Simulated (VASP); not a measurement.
Set up this calculation in VASP 6.6.1, as the native input.

```yaml
Task: single point
Functional: LDA
Potentials_or_basis: VASP PAW LDA potentials, release 64 (Ag)
Cutoff: 520 eV
k_mesh: 18 × 18 × 18
Occupations: fermi-dirac, width 0.05 eV
Spin: no spin polarisation
Dipole_correction: no
Further_INCAR_settings: ALGO = Normal; EDIFF = 1e-07; NBANDS = 12
```

The structure of Ag lies in POSCAR:

```
Ag
1.0
    0.0000000000      1.7595228285      1.7595228285
    1.7595228285      0.0000000000      1.7595228285
    1.7595228285      1.7595228285      0.0000000000
Ag
1
Direct
    0.0000000000      0.0000000000      0.0000000000
```

The input as run:

INCAR

```
ALGO     = Normal         # electronic algorithm
EDIFF    = 1E-7           # SCF threshold, eV
ENCUT    = 520            # plane-wave cutoff, eV
ISIF     = 2              # what is computed and relaxed
ISMEAR   = -1             # smearing method
LASPH    = T              # aspherical terms in the spheres
LCHARG   = F              # write CHGCAR
LREAL    = F              # projectors in reciprocal space
LWAVE    = F              # write WAVECAR
NBANDS   = 12             # bands
NELM     = 100            # most SCF steps
PREC     = Accurate       # precision mode
SIGMA    = 0.05           # smearing width, eV
```

KPOINTS

```
k-points
0
Gamma
  18 18 18
```

Potentials or basis: VASP PAW LDA potentials, release 64 (Ag).

Launch:

```bash
$ cat potpaw_LDA.64/Ag/POTCAR > POTCAR
$ mpirun -np 1 vasp_std > vasp.out
```

Results of the run:

The pressure is 155.4 GPa and the band gap on the k mesh is zero (an odd number of electrons rules out a gap without spin polarisation).

Caveat: the cell stands under pressure.

It took 8.6 s on 1 thread of Intel(R) Xeon(R) 6975P-C (Granite Rapids) (shared host), peak memory 0.14 GiB.
